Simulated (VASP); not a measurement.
Runs of VASP 6.6.1 on MnO (Manganosite). The structure is that of space group Fm-3m (No. 225), or close to it. The cells are those of the table. 

```tsv
cell	k mesh	gap on the mesh (eV)	pressure (GPa)	moment (μB)
a = 3.144 Å, angles 60.0°, 2 atoms	8 × 8 × 8	none	0.7	5.00
a = 3.147 Å, angles 60.0°, 2 atoms	16 × 16 × 16	none	0.2	5.00
a = 3.083 Å, angles 60.0°, 2 atoms	16 × 16 × 16	none	(a)	(b)
a = 3.115 Å, angles 60.0°, 2 atoms	16 × 16 × 16	none	5.6	4.99
a = 3.209 Å, angles 60.0°, 2 atoms	16 × 16 × 16	none	-8.5	5.00
```

Alike in all rows: task single point; level r2SCAN; potentials or basis VASP PAW PBE potentials, release 64 (Mn_pv, O); spin collinear, ferromagnetic start; cutoff (eV) 520; smearing gaussian 0.1 eV.

Task: Fill in the values left out.

Result: (a) 11.4; (b) 4.97.

Caveats: the PAW data sets were made with another functional, which shifts forces and pressure a little; a cell with one magnetic atom can't hold antiferromagnetic order, which such compounds often take; semilocal functionals often make such compounds metallic where correlation or magnetic order opens a gap, which also shifts bond lengths.

A gap of «none» marks levels without a gap at the run's occupations.
